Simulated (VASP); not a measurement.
# YMnC4N4 (P-43m) in VASP: single point with PBE

Aim: the single point of YMnC4N4 with PBE.

All numbers are computed with VASP 6.6.1; they aren't measurements. Logs are shortened: lines on timing, memory, paths and dates and some standing lists are left out, and cuts for length are marked.

## Step 1: The cell of the first run

It takes space group P-43m (No. 215, cubic). The conventional cell has a = 6.141 Å, b = 6.141 Å, c = 6.141 Å, α = 90.00°, β = 90.00°, γ = 90.00°. Y (site symmetry -43m) has 4 N at 2.21 Å within 2.9 Å. Within 2.6 Å of Mn (site symmetry -43m) lie 4 C at 1.94 Å. Within 1.6 Å of C (site symmetry 3m) lie 1 N at 1.17 Å. Within 1.6 Å of N (site symmetry 3m) lie 1 C at 1.17 Å.

## Step 2: Single point, PBE, collinear spin, ferromagnetic start

INCAR reads:

```
SYSTEM = YMnC4N4
  PREC = Accurate
  ENCUT = 520
  EDIFF = 1E-6
  ISMEAR = 0
  SIGMA = 0.1
  LREAL = .FALSE.
  LASPH = .TRUE.
  NELM = 150
  ALGO = Normal
  ISIF = 2
  LWAVE = .FALSE.
  LCHARG = .FALSE.
  ISPIN = 2
  MAGMOM = 0 4 0 0 0 0 0 0 0 0
  LORBIT = 11
  LMAXMIX = 4
  GGA = PE
  NBANDS = 45
```

KPOINTS reads:

```
Automatic mesh
0
G
  4 4 4
  0 0 0
```

POSCAR reads:

```
YMnC4N4
1.0
    6.1406974600      0.0000000000      0.0000000000
    0.0000000000      6.1406974600      0.0000000000
    0.0000000000      0.0000000000      6.1406974600
Y Mn C N
1 1 4 4
Direct
    0.5000000000      0.5000000000      0.5000000000
    0.0000000000      0.0000000000      0.0000000000
    0.1822113600      0.1822113600      0.1822113600
    0.1822113600      0.8177886400      0.8177886400
    0.8177886400      0.1822113600      0.8177886400
    0.8177886400      0.8177886400      0.1822113600
    0.2922151200      0.2922151200      0.2922151200
    0.2922151200      0.7077848800      0.7077848800
    0.7077848800      0.2922151200      0.7077848800
    0.7077848800      0.7077848800      0.2922151200
```

Potentials or basis: VASP PAW PBE potentials, release 64 (Y_sv, Mn_pv, C, N).

Started as:

```console
> cat potpaw_PBE.64/Y_sv/POTCAR potpaw_PBE.64/Mn_pv/POTCAR potpaw_PBE.64/C/POTCAR potpaw_PBE.64/N/POTCAR > POTCAR
> mpirun -np 1 vasp_std > vasp.out
```

OUTCAR:

```text
SYSTEM = YMnC4N4
   PREC = Accurate
   ENCUT = 520
   EDIFF = 1E-6
   ISMEAR = 0
   LREAL = .FALSE.
   LASPH = .TRUE.
   NELM = 150
   ISIF = 2
   ISPIN = 2
   LORBIT = 11
   GGA = PE

 ion  position               nearest neighbor table
   1  0.500  0.500  0.500-   7 2.21   8 2.21   9 2.21  10 2.21
   2  0.000  0.000  0.000-   3 1.94   4 1.94   5 1.94   6 1.94
   3  0.182  0.182  0.182-   7 1.17   2 1.94
   4  0.182  0.818  0.818-   8 1.17   2 1.94
   5  0.818  0.182  0.818-   9 1.17   2 1.94
   6  0.818  0.818  0.182-  10 1.17   2 1.94
   7  0.292  0.292  0.292-   3 1.17   1 2.21
   8  0.292  0.708  0.708-   4 1.17   1 2.21
   9  0.708  0.292  0.708-   5 1.17   1 2.21
  10  0.708  0.708  0.292-   6 1.17   1 2.21

  LATTYP: Found a simple cubic cell.
 ALAT       =     6.1406974600

  Lattice vectors:

 A1 = (   6.1406974600,   0.0000000000,   0.0000000000)
 A2 = (   0.0000000000,   6.1406974600,   0.0000000000)
 A3 = (   0.0000000000,   0.0000000000,   6.1406974600)

Analysis of symmetry for initial positions (statically):
=====================================================================
 Subroutine PRICEL returns:
 Original cell was already a primitive cell.

 Routine SETGRP: Setting up the symmetry group for a
 simple cubic supercell.

 Subroutine GETGRP returns: Found 24 space group operations
 (whereof 24 operations were pure point group operations)
 out of a pool of 48 trial point group operations.

The static configuration has the point symmetry T_d .

Analysis of symmetry for dynamics (positions and initial velocities):
=====================================================================
 Subroutine PRICEL returns:
 Original cell was already a primitive cell.

 Routine SETGRP: Setting up the symmetry group for a
 simple cubic supercell.

 Subroutine GETGRP returns: Found 24 space group operations
 (whereof 24 operations were pure point group operations)
 out of a pool of 48 trial point group operations.

The dynamic configuration has the point symmetry T_d .

Analysis of structural, dynamic, and magnetic symmetry:
=====================================================================
 Subroutine PRICEL returns:
 Original cell was already a primitive cell.

 Routine SETGRP: Setting up the symmetry group for a
 simple cubic supercell.

 Subroutine GETGRP returns: Found 24 space group operations
 (whereof 24 operations were pure point group operations)
 out of a pool of 48 trial point group operations.

The overall configuration has the point symmetry T_d .

 Subroutine INISYM returns: Found 24 space group operations
 (whereof 24 operations are pure point group operations),
 and found     1 'primitive' translations

----------------------------------------------------------------------------------------

                                     Primitive cell

  volume of cell :     231.5544

  direct lattice vectors                    reciprocal lattice vectors
     6.140697460  0.000000000  0.000000000     0.162847951  0.000000000  0.000000000
     0.000000000  6.140697460  0.000000000     0.000000000  0.162847951  0.000000000
     0.000000000  0.000000000  6.140697460     0.000000000  0.000000000  0.162847951

  length of vectors
     6.140697460  6.140697460  6.140697460     0.162847951  0.162847951  0.162847951

  position of ions in fractional coordinates (direct lattice)
     0.500000000  0.500000000  0.500000000
     0.000000000  0.000000000  0.000000000
     0.182211360  0.182211360  0.182211360
     0.182211360  0.817788640  0.817788640
     0.817788640  0.182211360  0.817788640
     0.817788640  0.817788640  0.182211360
     0.292215120  0.292215120  0.292215120
     0.292215120  0.707784880  0.707784880
     0.707784880  0.292215120  0.707784880
     0.707784880  0.707784880  0.292215120

  ion indices of the primitive-cell ions
   primitive index   ion index
                 1           1
                 2           2
                 3           3
                 4           4
                 5           5
                 6           6
                 7           7
                 8           8
                 9           9
                10          10

----------------------------------------------------------------------------------------

 KPOINTS: Automatic mesh

Automatic generation of k-mesh.
 Grid dimensions read from file:
 generate k-points for:    4    4    4

 Generating k-lattice:

  Cartesian coordinates                     Fractional coordinates (reciprocal lattice)
     0.040711988  0.000000000  0.000000000     0.250000000  0.000000000  0.000000000
     0.000000000  0.040711988  0.000000000     0.000000000  0.250000000  0.000000000
     0.000000000  0.000000000  0.040711988     0.000000000  0.000000000  0.250000000

  Length of vectors
     0.040711988  0.040711988  0.040711988

  Shift w.r.t. Gamma in fractional coordinates (k-lattice)
     0.000000000  0.000000000  0.000000000

 Subroutine IBZKPT returns following result:
 ===========================================

 Found     10 irreducible k-points:

 Following reciprocal coordinates:
            Coordinates               Weight
  0.000000  0.000000  0.000000      1.000000
  0.250000  0.000000  0.000000      6.000000
  0.500000  0.000000  0.000000      3.000000
  0.250000  0.250000  0.000000     12.000000
  0.500000  0.250000  0.000000     12.000000
  0.500000  0.500000  0.000000      3.000000
  0.250000  0.250000  0.250000      8.000000
  0.500000  0.250000  0.250000     12.000000
  0.500000  0.500000  0.250000      6.000000
  0.500000  0.500000  0.500000      1.000000
   k-points           NKPTS =     10   k-points in BZ     NKDIM =     10   number of bands    NBANDS=     45
   number of dos      NEDOS =    301   number of ions     NIONS =     10
   total plane-waves  NPLWV = 110592
   dimension x,y,z NGX =    48 NGY =   48 NGZ =   48
   dimension x,y,z NGXF=    96 NGYF=   96 NGZF=   96
   ions per type =               1   1   4   4
   NGX,Y,Z   is equivalent  to a cutoff of  12.99, 12.99, 12.99 a.u.
   NGXF,Y,Z  is equivalent  to a cutoff of  25.99, 25.99, 25.99 a.u.
 SYSTEM =  YMnC4N4
   PREC   = accura    normal or accurate (medium, high low for compatibility)
   ISTART =      0    job   : 0-new  1-cont  2-samecut
   ICHARG =      2    charge: 1-file 2-atom 10-const
   ISPIN  =      2    spin polarized calculation?
   LNONCOLLINEAR =      F non collinear calculations
   LSORBIT =      F    spin-orbit coupling
   LASPH  =      T    aspherical Exc in radial PAW
   ENCUT  =  520.0 eV  38.22 Ry    6.18 a.u.  11.42 11.42 11.42*2*pi/ulx,y,z
   NELM   =    150;   NELMIN=  2; NELMDL= -5     # of ELM steps
   EDIFF  = 0.1E-05   stopping-criterion for ELM
   LREAL  =      F    real-space projection
[... 7 lines left out ...]
   TEBEG  =    0.0;   TEEND  =   0.0 temperature during run
   PSTRESS=    0.0 pullay stress
   NELECT =      60.0000    total number of electrons
   NUPDOWN=      -1.0000    fix difference up-down
   EMIN   =  10.00;   EMAX   =-10.00  energy-range for DOS
   EFERMI =   0.00;   METHOD = LEGACY
   ISMEAR =     0;   SIGMA  =   0.10  broadening in eV -4-tet -1-fermi 0-gaus
   EFERMI_NEDOS =   21; number of points for ismear=-14 and -15
   IALGO  =     38    algorithm
   IMIX   =      4    mixing-type and parameters
     AMIX     =   0.40;   BMIX     =  1.00
     AMIX_MAG =   1.60;   BMIX_MAG =  1.00
  volume/ion in A,a.u.               =      23.16       156.26
  Fermi-wavevector in a.u.,A,eV,Ry     =   1.043696  1.972300 14.820858  1.089302
  Thomas-Fermi vector in A             =   2.178417
   LORBIT       =     11    0 simple, 1 ext, 2 COOP (PROOUT), +10 PAW based schemes
   GGA     = PE    functional components
   LHFCALC =     F    Hartree Fock is set to
   AEXX    =    0.0000 exact exchange contribution
   IVDW    =     0    specifies the selected vdW correction
   LEPSILON=     F    determine dielectric tensor
   LRPA    =     F    only Hartree local field effects (RPA)
 spin polarized calculation
 Gauss-broadening in eV      SIGMA  =   0.10
  energy-cutoff  :      520.00
  volume of cell :      231.55
 maximum number of plane-waves:      6302
 NGX is ok and might be reduce to    48
   NGX = 23   NGY = 23   NGZ = 23

 number of electron      60.0000007 magnetization       3.9999703

 Free energy of the ion-electron system (eV)
  ---------------------------------------------------
  ext. energy  EPLUGINS =         0.00000000
  ---------------------------------------------------
  free energy    TOTEN  =       -85.64314989 eV

  energy without entropy =      -85.60056588  energy(sigma->0) =      -85.62185789

 E-fermi :   0.0696     XC(G=0):  -6.8547

 val. band max:        0.0693111341   @ k =   0.2500   0.2500   0.0000
 cond. band min:       0.0737055639   @ k =   0.2500   0.2500   0.0000
 fundamental gap:      0.0043944299
 Fermi energy:         0.0696048798

 spin component 1

 k-point     1 :       0.0000    0.0000    0.0000
  band No.  band energies     occupation
      1     -49.4286      1.00000
      2     -49.4286      1.00000
      3     -49.4286      1.00000
      4     -43.1558      1.00000
      5     -23.3183      1.00000
      6     -23.3183      1.00000
[... 34 lines left out ...]
     41       4.2837      0.00000
     42       5.3084      0.00000
[... 363 lines left out ...]
      1     -49.4286      1.00000
      2     -49.4286      1.00000
      3     -49.4286      1.00000
      4     -43.1557      1.00000
      5     -23.3188      1.00000
      6     -23.3188      1.00000
[... 34 lines left out ...]
     41       4.6715      0.00000
     42       4.6715      0.00000
 Fermi energy:         0.0696048798

 spin component 2

 k-point     1 :       0.0000    0.0000    0.0000
  band No.  band energies     occupation
      1     -46.3101      1.00000
      2     -46.3101      1.00000
      3     -46.3101      1.00000
      4     -43.1544      1.00000
      5     -23.3129      1.00000
      6     -23.3129      1.00000
[... 34 lines left out ...]
     41       4.3930      0.00000
     42       5.6858      0.00000
[... 363 lines left out ...]
      1     -46.3101      1.00000
      2     -46.3101      1.00000
      3     -46.3101      1.00000
      4     -43.1544      1.00000
      5     -23.3133      1.00000
      6     -23.3133      1.00000
[... 34 lines left out ...]
     41       5.2138      0.00000
     42       5.2138      0.00000
 [bands above 42 left out]

------------------------ aborting loop because EDIFF is reached ----------------------------------------

  FORCE on cell =-STRESS in cart. coord.  units (eV):
  Direction    XX          YY          ZZ          XY          YZ          ZX
  --------------------------------------------------------------------------------------
  -------------------------------------------------------------------------------------
  Total        5.2002724      5.2002724      5.2002724      0.0000000      0.0000000      0.0000000
  in kB       35.9818568     35.9818568     35.9818568      0.0000000      0.0000000      0.0000000
  external PRESSURE =      35.9818568 kB  Pullay stress =       0.0000000 kB

 VOLUME and BASIS-vectors are now :
 -----------------------------------------------------------------------------
  energy-cutoff  :      520.00
  volume of cell :      231.55
      direct lattice vectors                 reciprocal lattice vectors
     6.140697460  0.000000000  0.000000000     0.162847951  0.000000000  0.000000000
     0.000000000  6.140697460  0.000000000     0.000000000  0.162847951  0.000000000
     0.000000000  0.000000000  6.140697460     0.000000000  0.000000000  0.162847951

 POSITION                                       TOTAL-FORCE (eV/Angst)
 -----------------------------------------------------------------------------------
      3.07035      3.07035      3.07035        -0.000000      0.000000     -0.000000
      0.00000      0.00000      0.00000        -0.000000      0.000000     -0.000000
      1.11890      1.11890      1.11890        -0.908307     -0.908307     -0.908307
      1.11890      5.02179      5.02179        -0.908307      0.908307      0.908307
      5.02179      1.11890      5.02179         0.908307     -0.908307      0.908307
      5.02179      5.02179      1.11890         0.908307      0.908307     -0.908307
      1.79440      1.79440      1.79440         0.900353      0.900353      0.900353
      1.79440      4.34629      4.34629         0.900353     -0.900353     -0.900353
      4.34629      1.79440      4.34629        -0.900353      0.900353     -0.900353
      4.34629      4.34629      1.79440        -0.900353     -0.900353      0.900353
 -----------------------------------------------------------------------------------
    total drift:                                0.000000      0.000000     -0.000000

  FREE ENERGIE OF THE ION-ELECTRON SYSTEM (eV)
  ---------------------------------------------------
  free  energy   TOTEN  =       -85.6431498909 eV

  energy  without entropy=      -85.6005658794  energy(sigma->0) =      -85.62185789

 total charge

# of ion       s       p       d       f       tot
--------------------------------------------------
    1        2.197   6.448   1.011   0.111   9.768
    2        0.364   6.449   5.050   0.000  11.863
    3        0.973   1.612   0.000   0.000   2.586
    4        0.973   1.612   0.000   0.000   2.586
    5        0.973   1.612   0.000   0.000   2.586
    6        0.973   1.612   0.000   0.000   2.586
    7        1.305   2.640   0.000   0.000   3.946
    8        1.305   2.640   0.000   0.000   3.946
    9        1.305   2.640   0.000   0.000   3.946
   10        1.305   2.640   0.000   0.000   3.946
--------------------------------------------------
tot         11.677  29.907   6.060   0.111  47.756

 magnetization (x)

# of ion       s       p       d       f       tot
--------------------------------------------------
    1       -0.001   0.006   0.001   0.003   0.009
    2        0.018   0.126   2.853   0.000   2.998
    3       -0.005  -0.021   0.000   0.000  -0.025
    4       -0.005  -0.021   0.000   0.000  -0.025
    5       -0.005  -0.021   0.000   0.000  -0.025
    6       -0.005  -0.021   0.000   0.000  -0.025
    7        0.004   0.080   0.000   0.000   0.084
    8        0.004   0.080   0.000   0.000   0.084
    9        0.004   0.080   0.000   0.000   0.084
   10        0.004   0.080   0.000   0.000   0.084
--------------------------------------------------
tot          0.014   0.370   2.854   0.003   3.241
```

Wall time 4.9 min (1 thread of Intel Xeon Platinum 8259CL at 2.50GHz (Skylake/Cascade Lake), shared host); peak memory 0.51 GiB.

What came out:

| Property | Result |
| --- | --- |
| Free energy | -85.6431 eV |
| Pressure | 3.6 GPa |
| Largest force | 1.573 eV/Å |
| Band gap on the k mesh | zero (filled and empty bands overlap) |
| Net moment | 4.00 μB per cell |
| Site moments | Y +0.01; Mn +3.00; C -0.03; N +0.08 μB |
| Valence electrons inside the program's atomic spheres | Y 9.77; Mn 11.86; C 2.59; N 3.95 |

Forces on the atoms (eV/Å):
```
Y    0.000  0.000  0.000
Mn   0.000  0.000  0.000
C   -0.908 -0.908 -0.908
C   -0.908  0.908  0.908
C    0.908 -0.908  0.908
C    0.908  0.908 -0.908
N    0.900  0.900  0.900
N    0.900 -0.900 -0.900
N   -0.900  0.900 -0.900
N   -0.900 -0.900  0.900
```

Levels at points of the mesh, in eV from the Fermi level:
Spin up:
```tsv
k point	band 29	band 30	band 31	band 32	band 33	band 34	band 35	band 36
(0.00, 0.00, 0.00)	-2.04	-0.97	-0.97	-0.97	1.90	1.90	2.24	2.24
(0.50, 0.00, 0.00)	-1.88	-1.08	-0.94	-0.94	1.81	1.88	2.55	2.55
(0.50, 0.50, 0.00)	-1.88	-1.04	-0.87	-0.87	1.77	1.94	2.66	2.66
(0.50, 0.50, 0.50)	-2.03	-0.86	-0.86	-0.86	1.91	1.91	2.66	2.66
```
Spin down:
```csv
k point,band 27,band 28,band 29,band 30,band 31,band 32
"(0.00, 0.00, 0.00)",-4.57,-0.19,-0.19,0.63,0.63,0.63
"(0.50, 0.00, 0.00)",-4.55,-0.01,0.20,0.44,0.85,0.85
"(0.50, 0.50, 0.00)",-4.58,0.02,0.17,0.50,1.06,1.06
"(0.50, 0.50, 0.50)",-4.46,-0.19,-0.19,0.97,0.97,0.97
```

Caveat: the cell stands under pressure; a cell with one magnetic atom can't hold antiferromagnetic order, which such compounds often take; forces of over 1 eV/Å act on the atoms, so gaps and moduli don't describe the material at rest. With open d or f shells a metallic result of PBE can be an artefact of self-interaction; +U or a hybrid may open a gap.
